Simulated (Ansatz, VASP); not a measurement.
Two plane-wave programs on S3O

```
CELL_PARAMETERS angstrom
4.17183 0.00000 0.00000
0.00000 4.17183 0.00000
0.00000 0.00000 4.17183
ATOMIC_POSITIONS crystal
S 0.50000 0.00000 0.00000
S 0.00000 0.50000 0.00000
S 0.00000 0.00000 0.50000
O 0.00000 0.00000 0.00000
```

Alike in both runs: functional PBE; dispersion D3(BJ); k mesh 12 × 12 × 12; occupations gaussian, width 0.1 eV; no spin polarisation.

Ansatz relaxed the structure, and its values are those at the end. VASP's run is a single point on that final structure, the one shown.

|  | VASP | Ansatz |
| --- | --- | --- |
| version | VASP 6.6.1 | Ansatz 0.2.0 |
| potentials or method | VASP PAW PBE potentials, release 64 (S, O), cutoff 520 eV | scalar-relativistic, plane waves, PAW |
| valence electrons in the cell | 24 | 24 |

Ansatz gave:

- gap on the k mesh at the Fermi level (eV): none
- pressure (GPa): 0.0

Q: What did VASP give for the same quantities?

A: gap on the k mesh at the Fermi level (eV): none; pressure (GPa): -0.2.

A gap of «none» marks a metal or a gap that the smearing closes.
